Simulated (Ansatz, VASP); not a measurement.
Co: VASP beside Ansatz

```
Co
1.0
     2.45640    0.00000    0.00000
     0.00000    3.97209    0.00000
     0.00000    0.00000   20.96370
Co
6
Direct
  0.75000 0.75000 0.38161
  0.25000 0.25000 0.41544
  0.25000 0.75000 0.48309
  0.75000 0.25000 0.51691
  0.75000 0.75000 0.58456
  0.25000 0.25000 0.61839
```

Alike in both runs: task single point; functional PBEsol; k mesh 15 × 9 × 1; occupations fermi-dirac, width 0.1 eV; collinear spin.

```csv
,VASP,Ansatz
version,VASP 6.6.1,Ansatz 0.2.0
potentials or method,"VASP PAW PBE potentials, release 64 (Co)","PAW with Ansatz's default frozen-core files, scalar-relativistic"
plane-wave cutoff (eV),520,420
valence electrons in the cell,54,102
```

|  | VASP | Ansatz | Ansatz less VASP |
| --- | --- | --- | --- |
| rms of the force components (eV/Å) | 0.208 | 0.205 | -0.0033 |
| net moment per atom (μB) | 1.69 | 1.70 | +0.009 |
| size of the moment on the site where the two differ most (μB) | 1.63 | 1.69 | +0.060 |

VASP's potentials were made for PBE, not for PBEsol. Site moments also hang on the region over which each program counts them. Atom by atom the forces differ by 0.011 eV/Å (rms over components). With one functional, cell and mesh, what is left measures potentials, basis and numerics. VASP's potentials hold 54 valence electrons a cell and Ansatz's 102, so a difference there can come from the potentials and not from the codes.
